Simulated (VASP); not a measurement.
# Al2Ru (Fddd) in VASP: electric field gradients with LDA

Aim: the electric field gradients of Al2Ru with LDA.

Everything below comes from runs of VASP 6.6.1. Logs are shortened: lines on timing, memory, paths and dates and some standing lists are left out, and cuts for length are marked.

## 1. The cell of the first run

Symmetry: Fddd, No. 70, orthorhombic system. Conventional cell: a = 4.665 Å, b = 7.916 Å, c = 8.702 Å, α = 90.00°, β = 90.00°, γ = 90.00°. Al (site symmetry 2) has 5 Ru at 2.55 to 2.70 Å and 9 Al at 2.57 to 3.16 Å within 3.4 Å. Within 3.4 Å of Ru (site symmetry 222) lie 10 Al at 2.55 to 2.70 Å and 4 Ru at 3.16 Å.

## 2. Electric field gradients, LDA

Input file INCAR:

```
PREC = Accurate ; ENCUT = 520
EDIFF = 1E-8 ; ISMEAR = 0
SIGMA = 0.01 ; LREAL = F
LASPH = T ; NELM = 100
ALGO = Normal ; ISIF = 2
LWAVE = F ; LCHARG = F
LEFG = T ; NBANDS = 29
```

Input file KPOINTS:

```
Automatic mesh
0
Gamma
  10 10 10
```

Input file POSCAR:

```
Al2Ru
1.0
    0.0000000000      3.9579375332      4.3507976798
    2.3322633091      0.0000000000      4.3507976798
    2.3322633091      3.9579375332      0.0000000000
Al Ru
4 2
Direct
    0.0788628326      0.4211371674      0.0788628326
    0.4211371674      0.0788628326      0.4211371674
    0.1711371674      0.8288628326      0.1711371674
    0.8288628326      0.1711371674      0.8288628326
    0.7500000000      0.7500000000      0.7500000000
    0.5000000000      0.5000000000      0.5000000000
```

Potentials or basis: VASP PAW LDA potentials, release 64 (Al, Ru_pv).

Started as:

```bash
$ cat potpaw_LDA.64/Al/POTCAR potpaw_LDA.64/Ru_pv/POTCAR > POTCAR
$ mpirun -np 1 vasp_std > vasp.out
```

OUTCAR:

```text
PREC = Accurate
   ENCUT = 520
   EDIFF = 1E-8
   ISMEAR = 0
   LREAL = F
   LASPH = T
   NELM = 100
   ISIF = 2

 ion  position               nearest neighbor table
   1  0.079  0.421  0.079-   6 2.55   6 2.55   3 2.57   3 2.57   5 2.60   2 2.65   2 2.65   5 2.70
                             5 2.70   2 2.71   4 3.16   4 3.16   4 3.16   4 3.16
   2  0.421  0.079  0.421-   6 2.55   6 2.55   4 2.57   4 2.57   5 2.60   1 2.65   1 2.65   5 2.70
                             5 2.70   1 2.71   3 3.16   3 3.16   3 3.16   3 3.16
   3  0.171  0.829  0.171-   5 2.55   5 2.55   1 2.57   1 2.57   6 2.60   4 2.65   4 2.65   6 2.70
                             6 2.70   4 2.71   2 3.16   2 3.16   2 3.16   2 3.16
   4  0.829  0.171  0.829-   5 2.55   5 2.55   2 2.57   2 2.57   6 2.60   3 2.65   3 2.65   6 2.70
                             6 2.70   3 2.71   1 3.16   1 3.16   1 3.16   1 3.16
   5  0.750  0.750  0.750-   4 2.55   3 2.55   4 2.55   3 2.55   1 2.60   2 2.60   2 2.70   2 2.70
                             1 2.70   1 2.70   6 3.16   6 3.16   6 3.16   6 3.16
   6  0.500  0.500  0.500-   1 2.55   2 2.55   1 2.55   2 2.55   3 2.60   4 2.60   3 2.70   3 2.70
                             4 2.70   4 2.70   5 3.16   5 3.16   5 3.16   5 3.16

  LATTYP: Found a face centered orthorhombic cell.
 ALAT       =     4.6645266182
 B/A-ratio  =     1.6970371732
 C/A-ratio  =     1.8654830537

  Lattice vectors:

 A1 = (   0.0000000000,   3.9579375332,   4.3507976798)
 A2 = (   2.3322633091,   0.0000000000,   4.3507976798)
 A3 = (   2.3322633091,   3.9579375332,   0.0000000000)

Analysis of symmetry for initial positions (statically):
=====================================================================
 Subroutine PRICEL returns:
 Original cell was already a primitive cell.

 Routine SETGRP: Setting up the symmetry group for a
 face centered orthorhombic supercell.

 Subroutine GETGRP returns: Found  8 space group operations
 (whereof  4 operations were pure point group operations)
 out of a pool of  8 trial point group operations.

The static configuration has the point symmetry D_2 .
 The point group associated with its full space group is D_2h.

Analysis of symmetry for dynamics (positions and initial velocities):
=====================================================================
 Subroutine PRICEL returns:
 Original cell was already a primitive cell.

[... 178 lines left out ...]
      5     -31.5679      2.00000
      6     -31.5589      2.00000
[... 757 lines left out ...]
     28      15.8190      0.00000
     29      16.8669      0.00000

 [... further k-points ...]

------------------------ aborting loop because EDIFF is reached ----------------------------------------

  FORCE on cell =-STRESS in cart. coord.  units (eV):
  Direction    XX          YY          ZZ          XY          YZ          ZX
  --------------------------------------------------------------------------------------
  -------------------------------------------------------------------------------------
  Total        0.2240204      0.1934445      0.2454361      0.0000000      0.0000000      0.0000000
  in kB        4.4684082      3.8585277      4.8955745      0.0000000      0.0000000      0.0000000
  external PRESSURE =       4.4075035 kB  Pullay stress =       0.0000000 kB

 VOLUME and BASIS-vectors are now :
 -----------------------------------------------------------------------------
  energy-cutoff  :      520.00
  volume of cell :       80.32
      direct lattice vectors                 reciprocal lattice vectors
     0.000000000  3.957937533  4.350797680    -0.214384027  0.126328421  0.114921455
     2.332263309  0.000000000  4.350797680     0.214384027 -0.126328421  0.114921455
     2.332263309  3.957937533  0.000000000     0.214384027  0.126328421 -0.114921455

 POSITION                                       TOTAL-FORCE (eV/Angst)
 -----------------------------------------------------------------------------------
      1.16613      0.62427      2.17540         0.000000      0.007260     -0.000000
      1.16613      3.33367      2.17540         0.000000     -0.007260     -0.000000
      2.33226      1.35470      4.35080        -0.000000     -0.007260      0.000000
      2.33226      6.56117      4.35080        -0.000000      0.007260      0.000000
      3.49839      5.93691      6.52620         0.000000      0.000000      0.000000
      2.33226      3.95794      4.35080         0.000000     -0.000000     -0.000000
 -----------------------------------------------------------------------------------
    total drift:                               -0.000000     -0.000000     -0.000000

  FREE ENERGIE OF THE ION-ELECTRON SYSTEM (eV)
  ---------------------------------------------------
  free  energy   TOTEN  =       -42.4017167575 eV

  energy  without entropy=      -42.4017167575  energy(sigma->0) =      -42.40171676

 Electric field gradients (V/A^2)
---------------------------------------------------------------------
 ion       V_xx      V_yy      V_zz      V_xy      V_xz      V_yz
---------------------------------------------------------------------
   1      -4.826     8.471    -3.645    -0.000    15.834    -0.000
   2      -4.826     8.471    -3.645     0.000   -15.834     0.000
   3      -4.826     8.471    -3.645    -0.000    15.834    -0.000
   4      -4.826     8.471    -3.645     0.000   -15.834     0.000
   5     -60.186     9.540    50.646     0.001    -0.001    -0.001
   6     -60.186     9.540    50.646     0.001    -0.001    -0.001
---------------------------------------------------------------------

 Electric field gradients after diagonalization (V/A^2)
 (convention: |V_zz| > |V_xx| > |V_yy|)
----------------------------------------------------------------------
 ion       V_xx      V_yy      V_zz     asymmetry (V_yy - V_xx)/ V_zz
----------------------------------------------------------------------
   1      11.609     8.471   -20.080       0.156
   2      11.609     8.471   -20.080       0.156
   3      11.609     8.471   -20.080       0.156
   4      11.609     8.471   -20.080       0.156
   5      50.646     9.540   -60.186       0.683
   6      50.646     9.540   -60.186       0.683
----------------------------------------------------------------------

           NMR quadrupolar parameters

 Cq : quadrupolar parameter    Cq=e*Q*V_zz/h
 eta: asymmetry parameters     (V_yy - V_xx)/ V_zz
 Q  : nuclear electric quadrupole moment in mb (millibarn)
----------------------------------------------------------------------
 ion       Cq(MHz)       eta       Q (mb)
----------------------------------------------------------------------
   1      -0.049       0.156       1.000
   2      -0.049       0.156       1.000
   3      -0.049       0.156       1.000
   4      -0.049       0.156       1.000
   5      -0.146       0.683       1.000
   6      -0.146       0.683       1.000
----------------------------------------------------------------------
```

OSZICAR:

```text
N       E                     dE             d eps       ncg     rms          rms(c)
DAV:   1     0.296282612574E+03    0.29628E+03   -0.21510E+04 10542   0.132E+03
DAV:   2    -0.332818061542E+02   -0.32956E+03   -0.31844E+03 10660   0.355E+02
DAV:   3    -0.438992071828E+02   -0.10617E+02   -0.10474E+02 12147   0.613E+01
DAV:   4    -0.440194211471E+02   -0.12021E+00   -0.12011E+00 11580   0.642E+00
DAV:   5    -0.440219105903E+02   -0.24894E-02   -0.24893E-02 12554   0.931E-01    0.186E+01
DAV:   6    -0.431084603756E+02    0.91345E+00   -0.12226E+01 11037   0.238E+01    0.518E+00
DAV:   7    -0.425102273650E+02    0.59823E+00   -0.31218E+00 10721   0.122E+01    0.411E+00
DAV:   8    -0.424061507071E+02    0.10408E+00   -0.20605E-01 11349   0.330E+00    0.549E-01
DAV:   9    -0.424021711435E+02    0.39796E-02   -0.74946E-03 12285   0.467E-01    0.329E-01
DAV:  10    -0.424017975465E+02    0.37360E-03   -0.21273E-03 11349   0.357E-01    0.107E-01
DAV:  11    -0.424017211138E+02    0.76433E-04   -0.50334E-04 11211   0.172E-01    0.369E-02
DAV:  12    -0.424017167493E+02    0.43645E-05   -0.19711E-05 13031   0.298E-02    0.463E-03
DAV:  13    -0.424017167743E+02   -0.24948E-07   -0.73796E-07 12463   0.431E-03    0.212E-03
DAV:  14    -0.424017167578E+02    0.16444E-07   -0.68985E-08 12829   0.156E-03    0.515E-04
DAV:  15    -0.424017167575E+02    0.30013E-09   -0.69643E-09  6614   0.523E-04
   1 F= -.42401717E+02 E0= -.42401717E+02  d E =-.696096E-11
```

stdout:

```text
POSCAR found type information on POSCAR AlRu
 POSCAR found :  2 types and       6 ions
 scaLAPACK will be used
 LDA part: xc-table for (Slater(with rela. corr.)+CA(PZ))
 , standard interpolation
 POSCAR, INCAR and KPOINTS ok, starting setup
 FFT: planning ... GRIDC
 FFT: planning ... GRID_SOFT
 FFT: planning ... GRID
 WAVECAR not read
 entering main loop
ion   1

ion   2

ion   3

ion   4

ion   5

ion   6
```

Run time: 6.3 min. Hardware: 1 thread of Intel Xeon Platinum 8375C at 2.90GHz (Ice Lake), shared host; peak memory 0.44 GiB.

What came out:

```yaml
Free_energy: -42.4017 eV
Pressure: 0.4 GPa
Largest_force: 0.007 eV/Å
Band_gap_on_the_k_mesh: 0.08 eV, indirect (least direct gap 1.26 eV)
```

Forces on the atoms (eV/Å):
```
Al   0.000  0.007  0.000
Al   0.000 -0.007  0.000
Al   0.000 -0.007  0.000
Al   0.000  0.007  0.000
Ru   0.000  0.000  0.000
Ru   0.000  0.000  0.000
```

Electric field gradients, principal values (V/Å²):
```csv
atom,least,middle,greatest (by size)
1 Al,8.471,11.609,-20.080
2 Al,8.471,11.609,-20.080
3 Al,8.471,11.609,-20.080
4 Al,8.471,11.609,-20.080
5 Ru,9.540,50.646,-60.186
6 Ru,9.540,50.646,-60.186
```

Caveat: without QUAD_EFG the Cq values of the log hold for a quadrupole moment of 1 mb, not for the nuclei.
